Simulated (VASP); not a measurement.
Runs of VASP 6.6.1 on SrCl. The structure is that of space group Fm-3m (No. 225), or close to it. The cells are those of the table. 

| task | cell | k mesh | cutoff (eV) | gap on the mesh (eV) | pressure (GPa) | relaxed volume (Å³/atom) |
| --- | --- | --- | --- | --- | --- | --- |
| single point | a = 4.276 Å, angles 60.0°, 2 atoms | 12 × 12 × 12 | 520 | none | 0.2 | - |
| relaxation of cell and atoms | relaxed from a = 3.926 Å, angles 60.0°, 2 atoms | 6 × 6 × 6 | 600 | none | 0.2 | 27.03 |
| single point | a = 4.249 Å, angles 60.0°, 2 atoms | 6 × 6 × 6 | 520 | none | 0.1 | - |
| relaxation of cell and atoms | relaxed from a = 4.249 Å, angles 60.0°, 2 atoms | 12 × 12 × 12 | 600 | none | 0.0 | (a) |

Alike in all rows: level r2SCAN; potentials or basis VASP PAW PBE potentials, release 64 (Sr_sv, Cl); no spin polarisation; smearing gaussian 0.1 eV.

Task: Fill in the values left out.

Result: (a) 27.93.

Caveats: the PAW data sets were made with another functional, which shifts forces and pressure a little; an odd number of electrons without spin polarisation forces a metal; a magnetic or distorted state may lie lower; the volume moved by over 15 % at a fixed basis, so the end points are rough (at least some runs).

A k mesh can miss the band edges, and the runs leave out spin-orbit coupling on Sr.

A gap of «none» marks levels without a gap at the run's occupations.
